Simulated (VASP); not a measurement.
# Os (Fm-3m) in VASP: notebook

Runs on Os. Level: PBE. Tasks: single point.

Program: VASP 6.6.1. These are calculated values, not measurements. Logs are shortened: lines on timing, memory, paths and dates and some standing lists are left out, and cuts for length are marked.

## (1) The cell of the first run

The structure is cubic, space group Fm-3m (No. 225). The conventional cell has a = 3.903 Å, b = 3.903 Å, c = 3.903 Å, α = 90.00°, β = 90.00°, γ = 90.00°. Within 3.6 Å of Os (site symmetry m-3m) lie 12 Os at 2.76 Å.

## (2) Single point, PBE (volume scaled by 1.01)

Input file INCAR:

```
PREC = Accurate
ENCUT = 520
EDIFF = 1E-7
ISMEAR = -1
SIGMA = 0.05
LREAL = F
LASPH = T
NELM = 100
ALGO = Normal
ISIF = 2
LWAVE = F
LCHARG = F
GGA = PE
NBANDS = 10
```

Input file KPOINTS:

```
regular mesh
0
Gamma
  14 14 14
```

Input file POSCAR:

```
Os
1.0
    0.0000000000      1.9514618415      1.9514618415
    1.9514618415      0.0000000000      1.9514618415
    1.9514618415      1.9514618415      0.0000000000
Os
1
Direct
    0.0000000000      0.0000000000      0.0000000000
```

Potentials or basis: VASP PAW PBE potentials, release 64 (Os).

On the command line:

```
$ cat potpaw_PBE.64/Os/POTCAR > POTCAR
$ mpirun -np 1 vasp_std > vasp.out
```

OUTCAR:

```text
PREC = Accurate
   ENCUT = 520
   EDIFF = 1E-7
   ISMEAR = -1
   LREAL = F
   LASPH = T
   NELM = 100
   ISIF = 2
   GGA = PE

 ion  position               nearest neighbor table
   1  0.000  0.000  0.000-

  LATTYP: Found a face centered cubic cell.
 ALAT       =     3.9029236830

  Lattice vectors:

 A1 = (   0.0000000000,   1.9514618415,   1.9514618415)
 A2 = (   1.9514618415,   0.0000000000,   1.9514618415)
 A3 = (   1.9514618415,   1.9514618415,   0.0000000000)

Analysis of symmetry for initial positions (statically):
=====================================================================
 Subroutine PRICEL returns:
 Original cell was already a primitive cell.

 Routine SETGRP: Setting up the symmetry group for a
 face centered cubic supercell.

 Subroutine GETGRP returns: Found 48 space group operations
 (whereof 48 operations were pure point group operations)
 out of a pool of 48 trial point group operations.

The static configuration has the point symmetry O_h .

Analysis of symmetry for dynamics (positions and initial velocities):
=====================================================================
 Subroutine PRICEL returns:
 Original cell was already a primitive cell.

 Routine SETGRP: Setting up the symmetry group for a
 face centered cubic supercell.

 Subroutine GETGRP returns: Found 48 space group operations
 (whereof 48 operations were pure point group operations)
 out of a pool of 48 trial point group operations.

The dynamic configuration has the point symmetry O_h .

 Subroutine INISYM returns: Found 48 space group operations
 (whereof 48 operations are pure point group operations),
 and found     1 'primitive' translations

----------------------------------------------------------------------------------------

                                     Primitive cell

  volume of cell :      14.8631

  direct lattice vectors                    reciprocal lattice vectors
     0.000000000  1.951461842  1.951461842    -0.256218179  0.256218179  0.256218179
     1.951461842  0.000000000  1.951461842     0.256218179 -0.256218179  0.256218179
     1.951461842  1.951461842  0.000000000     0.256218179  0.256218179 -0.256218179

  length of vectors
     2.759783803  2.759783803  2.759783803     0.443782904  0.443782904  0.443782904

  position of ions in fractional coordinates (direct lattice)
     0.000000000  0.000000000  0.000000000

  ion indices of the primitive-cell ions
   primitive index   ion index
                 1           1

----------------------------------------------------------------------------------------

 KPOINTS: regular mesh

Automatic generation of k-mesh.
 Grid dimensions read from file:
 generate k-points for:   14   14   14

 Generating k-lattice:

  Cartesian coordinates                     Fractional coordinates (reciprocal lattice)
    -0.018301299  0.018301299  0.018301299     0.071428571  0.000000000  0.000000000
     0.018301299 -0.018301299  0.018301299     0.000000000  0.071428571  0.000000000
     0.018301299  0.018301299 -0.018301299     0.000000000  0.000000000  0.071428571

  Length of vectors
     0.031698779  0.031698779  0.031698779

  Shift w.r.t. Gamma in fractional coordinates (k-lattice)
     0.000000000  0.000000000  0.000000000

 Subroutine IBZKPT returns following result:
 ===========================================

 Found    104 irreducible k-points:

 Following reciprocal coordinates:
            Coordinates               Weight
  0.000000  0.000000  0.000000      1.000000
  0.071429  0.000000  0.000000      8.000000
  0.142857  0.000000  0.000000      8.000000
  0.214286  0.000000  0.000000      8.000000
  0.285714  0.000000  0.000000      8.000000
  0.357143  0.000000  0.000000      8.000000
[... 16 lines left out ...]
  0.214286  0.142857  0.000000     24.000000
  0.285714  0.142857  0.000000     24.000000
 [... further k-points ...]
   k-points           NKPTS =    104   k-points in BZ     NKDIM =    104   number of bands    NBANDS=     10
   number of dos      NEDOS =    301   number of ions     NIONS =      1
   total plane-waves  NPLWV =  13824
   dimension x,y,z NGX =    24 NGY =   24 NGZ =   24
   dimension x,y,z NGXF=    48 NGYF=   48 NGZF=   48
   ions per type =               1
   NGX,Y,Z   is equivalent  to a cutoff of  14.46, 14.46, 14.46 a.u.
   NGXF,Y,Z  is equivalent  to a cutoff of  28.91, 28.91, 28.91 a.u.
 SYSTEM =  unknown system
   PREC   = accura    normal or accurate (medium, high low for compatibility)
   ISTART =      0    job   : 0-new  1-cont  2-samecut
   ICHARG =      2    charge: 1-file 2-atom 10-const
   ISPIN  =      1    spin polarized calculation?
   LNONCOLLINEAR =      F non collinear calculations
   LSORBIT =      F    spin-orbit coupling
   LASPH  =      T    aspherical Exc in radial PAW
   ENCUT  =  520.0 eV  38.22 Ry    6.18 a.u.   5.13  5.13  5.13*2*pi/ulx,y,z
   NELM   =    100;   NELMIN=  2; NELMDL= -5     # of ELM steps
   EDIFF  = 0.1E-06   stopping-criterion for ELM
   LREAL  =      F    real-space projection
   EDIFFG = 0.1E-05   stopping-criterion for IOM
   NSW    =      0    number of steps for IOM
   IBRION =     -1    ionic relax: 0-MD 1-quasi-New 2-CG
   NFREE  =      0    steps in history (QN), initial steepest desc. (CG)
   ISIF   =      2    stress and relaxation
   ISYM   =      2    0-nonsym 1-usesym 2-fastsym
   POTIM  = 0.5000    time-step for ionic-motion
   TEBEG  =    0.0;   TEEND  =   0.0 temperature during run
   PSTRESS=    0.0 pullay stress
   NELECT =       8.0000    total number of electrons
   NUPDOWN=      -1.0000    fix difference up-down
   EMIN   =  10.00;   EMAX   =-10.00  energy-range for DOS
   EFERMI =   0.00;   METHOD = LEGACY
   ISMEAR =    -1;   SIGMA  =   0.05  broadening in eV -4-tet -1-fermi 0-gaus
   EFERMI_NEDOS =   21; number of points for ismear=-14 and -15
   IALGO  =     38    algorithm
   IMIX   =      4    mixing-type and parameters
     AMIX     =   0.40;   BMIX     =  1.00
     AMIX_MAG =   1.60;   BMIX_MAG =  1.00
  volume/ion in A,a.u.               =      14.86       100.30
  Fermi-wavevector in a.u.,A,eV,Ry     =   1.331685  2.516519 24.128358  1.773384
  Thomas-Fermi vector in A             =   2.460677
   LORBIT       =      0    0 simple, 1 ext, 2 COOP (PROOUT), +10 PAW based schemes
   GGA     = PE    functional components
   LHFCALC =     F    Hartree Fock is set to
   AEXX    =    0.0000 exact exchange contribution
   IVDW    =     0    specifies the selected vdW correction
   LEPSILON=     F    determine dielectric tensor
   LRPA    =     F    only Hartree local field effects (RPA)
 non-spin polarized calculation
  energy-cutoff  :      520.00
  volume of cell :       14.86
 maximum number of plane-waves:       411
 NGX is ok and might be reduce to    24
   NGX = 11   NGY = 11   NGZ = 11

 number of electron       8.0000000 magnetization

 Free energy of the ion-electron system (eV)
  ---------------------------------------------------
  ext. energy  EPLUGINS =         0.00000000
  ---------------------------------------------------
  free energy    TOTEN  =       -11.08607151 eV

  energy without entropy =      -11.07541252  energy(sigma->0) =      -11.08074202

 E-fermi :   8.4172     XC(G=0): -13.7086

 val. band max:        8.4162409787   @ k =   0.0714   0.0000   0.0000
 cond. band min:       8.4172223888   @ k =   0.3571   0.2857   0.0714
 fundamental gap:      0.0009814101
 Fermi energy:         8.4172068352

 k-point     1 :       0.0000    0.0000    0.0000
  band No.  band energies     occupation
      1      -1.8261      2.00000
      2       5.7106      2.00000
      3       5.7106      2.00000
      4       5.7106      2.00000
      5       8.4841      0.41544
      6       8.4841      0.41544
      7      22.7430      0.00000
      8      28.2026      0.00000
      9      28.2026      0.00000
     10      28.2026      0.00000

 k-point     2 :       0.0714    0.0000    0.0000
  band No.  band energies     occupation
      1      -1.6030      2.00000
      2       5.5806      2.00000
      3       5.8099      2.00000
      4       5.8099      2.00000
      5       8.4162      1.00966
      6       8.4162      1.00966
      7      23.1489      0.00000
      8      27.0905      0.00000
      9      28.5904      0.00000
     10      28.5904      0.00000

 k-point     3 :       0.1429    0.0000    0.0000
  band No.  band energies     occupation
      1      -0.9730      2.00000
      2       5.2798      2.00000
      3       6.0395      2.00000
      4       6.0395      2.00000
      5       8.3080      1.79775
      6       8.3080      1.79775
      7      24.1552      0.00000
      8      25.2755      0.00000
      9      29.6983      0.00000
     10      29.6983      0.00000

 k-point     4 :       0.2143    0.0000    0.0000
  band No.  band energies     occupation
      1      -0.0802      2.00000
      2       5.0510      2.00000
      3       6.1796      2.00000
      4       6.1796      2.00000
      5       8.4327      0.84598
      6       8.4327      0.84598
      7      23.2670      0.00000
      8      25.4411      0.00000
      9      31.3583      0.00000
     10      31.3583      0.00000
[... 222 lines left out ...]
 k-point    22 :       0.1429    0.1429    0.0000
  band No.  band energies     occupation
      1      -0.6811      2.00000
      2       4.8416      2.00000
      3       6.3981      2.00000
      4       6.3981      2.00000
      5       7.4681      2.00000
      6       8.8419      0.00041
      7      24.8074      0.00000
      8      26.5437      0.00000
      9      28.5162      0.00000
     10      28.5162      0.00000

 k-point    23 :       0.2143    0.1429    0.0000
  band No.  band energies     occupation
      1       0.0148      2.00000
      2       4.4816      2.00000
      3       6.5064      2.00000
      4       6.7188      2.00000
      5       7.3830      2.00000
      6       9.0460      0.00001
      7      25.3987      0.00000
      8      25.9567      0.00000
      9      28.6344      0.00000
     10      29.1867      0.00000

 k-point    24 :       0.2857    0.1429    0.0000
  band No.  band energies     occupation
      1       0.8980      2.00000
      2       4.2747      2.00000
      3       6.0390      2.00000
      4       6.8381      2.00000
      5       8.1821      1.98201
      6       9.4652      0.00000
      7      23.6020      0.00000
      8      26.5564      0.00000
      9      28.6631      0.00000
     10      29.5149      0.00000

 [... further k-points ...]

------------------------ aborting loop because EDIFF is reached ----------------------------------------

  FORCE on cell =-STRESS in cart. coord.  units (eV):
  Direction    XX          YY          ZZ          XY          YZ          ZX
  --------------------------------------------------------------------------------------
  -------------------------------------------------------------------------------------
  Total       -1.2142777     -1.2142777     -1.2142777     -0.0000000     -0.0000000      0.0000000
  in kB     -130.8936025   -130.8936025   -130.8936025     -0.0000000     -0.0000000      0.0000000
  external PRESSURE =    -130.8936025 kB  Pullay stress =       0.0000000 kB

 VOLUME and BASIS-vectors are now :
 -----------------------------------------------------------------------------
  energy-cutoff  :      520.00
  volume of cell :       14.86
      direct lattice vectors                 reciprocal lattice vectors
     0.000000000  1.951461842  1.951461842    -0.256218179  0.256218179  0.256218179
     1.951461842  0.000000000  1.951461842     0.256218179 -0.256218179  0.256218179
     1.951461842  1.951461842  0.000000000     0.256218179  0.256218179 -0.256218179

 POSITION                                       TOTAL-FORCE (eV/Angst)
 -----------------------------------------------------------------------------------
      0.00000      0.00000      0.00000         0.000000      0.000000      0.000000
 -----------------------------------------------------------------------------------
    total drift:                               -0.000000      0.000000     -0.000000

  FREE ENERGIE OF THE ION-ELECTRON SYSTEM (eV)
  ---------------------------------------------------
  free  energy   TOTEN  =       -11.0860715137 eV

  energy  without entropy=      -11.0754125226  energy(sigma->0) =      -11.08074202
```

It took 9.7 s on 1 thread of Intel Xeon Platinum 8488C (Sapphire Rapids), shared host; peak memory 0.15 GiB.

What came out:

```
Free energy            : -11.0861 eV
Pressure               : -13.1 GPa
Band gap on the k mesh : zero (band 4 reaches 10.69 eV, above the bottom of band 5 at 7.23 eV)
```

Caveat: spin-orbit coupling is left out, which moves the levels of the heavy elements.

## (3) Single point, PBE (volume scaled by 0.99)

Input file INCAR:

```
SYSTEM = Os
PREC = Accurate ; ENCUT = 520
EDIFF = 1E-6 ; ISMEAR = -1
SIGMA = 0.05 ; LREAL = .False.
LASPH = .True. ; NELM = 80
ALGO = Normal ; ISIF = 2
LWAVE = .False. ; LCHARG = .False.
GGA = PE ; NBANDS = 10
```

Input file KPOINTS:

```
Automatic mesh
0
Gamma
  14 14 14
  0 0 0
```

Input file POSCAR:

```
Os
1.0
    0.0000000000      1.9384949347      1.9384949347
    1.9384949347      0.0000000000      1.9384949347
    1.9384949347      1.9384949347      0.0000000000
Os
1
Direct
    0.0000000000      0.0000000000      0.0000000000
```

Potentials or basis: VASP PAW PBE potentials, release 64 (Os).

On the command line:

```
$ cat potpaw_PBE.64/Os/POTCAR > POTCAR
$ mpirun -np 1 vasp_std > vasp.out
```

OUTCAR:

```text
SYSTEM = Os
   PREC = Accurate
   ENCUT = 520
   EDIFF = 1E-6
   ISMEAR = -1
   LREAL = .False.
   LASPH = .True.
   NELM = 80
   ISIF = 2
   GGA = PE

 ion  position               nearest neighbor table
   1  0.000  0.000  0.000-

  LATTYP: Found a face centered cubic cell.
 ALAT       =     3.8769898694

  Lattice vectors:

 A1 = (   0.0000000000,   1.9384949347,   1.9384949347)
 A2 = (   1.9384949347,   0.0000000000,   1.9384949347)
 A3 = (   1.9384949347,   1.9384949347,   0.0000000000)

Analysis of symmetry for initial positions (statically):
=====================================================================
 Subroutine PRICEL returns:
 Original cell was already a primitive cell.

 Routine SETGRP: Setting up the symmetry group for a
 face centered cubic supercell.

 Subroutine GETGRP returns: Found 48 space group operations
 (whereof 48 operations were pure point group operations)
 out of a pool of 48 trial point group operations.

The static configuration has the point symmetry O_h .

Analysis of symmetry for dynamics (positions and initial velocities):
[... 160 lines left out ...]
 fundamental gap:      0.0132592418
 Fermi energy:         8.7039581704

 k-point     1 :       0.0000    0.0000    0.0000
  band No.  band energies     occupation
      1      -1.7151      2.00000
      2       5.9167      2.00000
      3       5.9167      2.00000
      4       5.9167      2.00000
      5       8.7794      0.36208
      6       8.7794      0.36208
      7      23.0243      0.00000
      8      28.6008      0.00000
      9      28.6008      0.00000
     10      28.6008      0.00000
[... 287 lines left out ...]
 k-point    24 :       0.2857    0.1429    0.0000
  band No.  band energies     occupation
      1       1.0552      2.00000
      2       4.4388      2.00000
      3       6.2497      2.00000
      4       7.0773      2.00000
      5       8.4633      1.98390
      6       9.7903      0.00000
      7      24.0396      0.00000
      8      27.0213      0.00000
      9      29.2304      0.00000
     10      30.0144      0.00000

 [... further k-points ...]

------------------------ aborting loop because EDIFF is reached ----------------------------------------

  FORCE on cell =-STRESS in cart. coord.  units (eV):
  Direction    XX          YY          ZZ          XY          YZ          ZX
  --------------------------------------------------------------------------------------
  -------------------------------------------------------------------------------------
  Total       -0.5543953     -0.5543953     -0.5543953      0.0000000      0.0000000      0.0000000
  in kB      -60.9685858    -60.9685858    -60.9685858      0.0000000      0.0000000      0.0000000
  external PRESSURE =     -60.9685858 kB  Pullay stress =       0.0000000 kB

 VOLUME and BASIS-vectors are now :
 -----------------------------------------------------------------------------
  energy-cutoff  :      520.00
  volume of cell :       14.57
      direct lattice vectors                 reciprocal lattice vectors
     0.000000000  1.938494935  1.938494935    -0.257932064  0.257932064  0.257932064
     1.938494935  0.000000000  1.938494935     0.257932064 -0.257932064  0.257932064
     1.938494935  1.938494935  0.000000000     0.257932064  0.257932064 -0.257932064

 POSITION                                       TOTAL-FORCE (eV/Angst)
 -----------------------------------------------------------------------------------
      0.00000      0.00000      0.00000         0.000000      0.000000     -0.000000
 -----------------------------------------------------------------------------------
    total drift:                                0.000000      0.000000     -0.000000

  FREE ENERGIE OF THE ION-ELECTRON SYSTEM (eV)
  ---------------------------------------------------
  free  energy   TOTEN  =       -11.1035835713 eV

  energy  without entropy=      -11.0931085791  energy(sigma->0) =      -11.09834608
```

stdout:

```text
POSCAR found type information on POSCAR Os
 POSCAR found :  1 types and       1 ions
 scaLAPACK will be used
 LDA part: xc-table for (Slater+PW92), standard interpolation
 POSCAR, INCAR and KPOINTS ok, starting setup
 FFT: planning ... GRIDC
 FFT: planning ... GRID_SOFT
 FFT: planning ... GRID
 WAVECAR not read
 entering main loop
```

Wall time 7.5 s (1 thread of Intel Xeon Platinum 8488C (Sapphire Rapids), shared host); peak memory 0.13 GiB.

What came out:

| Property | Result |
| --- | --- |
| Free energy | -11.1036 eV |
| Pressure | -6.1 GPa |
| Band gap on the k mesh | zero (band 4 reaches 11.02 eV, above the bottom of band 5 at 7.48 eV) |

Levels at points of the mesh, in eV from the Fermi level:
```csv
k point,band 1,band 2,band 3,band 4,band 5,band 6,band 7,band 8
"(0.00, 0.00, 0.00)",-10.42,-2.79,-2.79,-2.79,0.08,0.08,14.32,19.90
"(0.50, 0.00, 0.00)",-7.30,-2.93,-2.93,-0.16,2.34,2.34,8.55,13.84
"(0.50, 0.50, 0.00)",-7.15,-6.46,2.30,2.32,2.99,2.99,11.69,12.06
```

Caveat: spin-orbit coupling is left out, which moves the levels of the heavy elements.

## (4) Single point, PBE (volume scaled by 1.04)

Input file INCAR:

```
SYSTEM = Os
PREC = Accurate
ENCUT = 520
EDIFF = 1E-6
ISMEAR = -1
SIGMA = 0.05
LREAL = .False.
LASPH = .True.
NELM = 100
ALGO = Normal
ISIF = 2
LWAVE = .False.
LCHARG = .False.
GGA = PE
NBANDS = 10
```

Input file KPOINTS:

```
regular mesh
0
Gamma
  14 14 14
  0 0 0
```

Input file POSCAR:

```
Os
1.0
    0.0000000000      1.9705950404      1.9705950404
    1.9705950404      0.0000000000      1.9705950404
    1.9705950404      1.9705950404      0.0000000000
Os
1
Direct
    0.0000000000      0.0000000000      0.0000000000
```

On the command line:

```
$ cat potpaw_PBE.64/Os/POTCAR > POTCAR
$ mpirun -np 1 vasp_std > vasp.out
```

Wall time 8.9 s (1 thread of Intel Xeon Platinum 8488C (Sapphire Rapids), shared host); peak memory 0.15 GiB.

The run converged. Its results:

| Item | Value |
| --- | --- |
| Free energy | -11.0376 eV |
| Pressure | -22.1 GPa |
| Band gap on the k mesh | zero (band 4 reaches 10.23 eV, above the bottom of band 5 at 6.87 eV) |

Levels at points of the mesh, in eV from the Fermi level:
| k point | band 2 | band 3 | band 4 | band 5 | band 6 | band 7 |
| --- | --- | --- | --- | --- | --- | --- |
| (0.00, 0.00, 0.00) | -2.59 | -2.59 | -2.59 | 0.06 | 0.06 | 14.33 |
| (0.50, 0.00, 0.00) | -2.72 | -2.72 | -0.13 | 2.15 | 2.15 | 7.94 |
| (0.50, 0.50, 0.00) | -6.01 | 2.10 | 2.22 | 2.74 | 2.74 | 10.91 |

Caveat: spin-orbit coupling is left out, which moves the levels of the heavy elements.

[end of part 1 of 2]
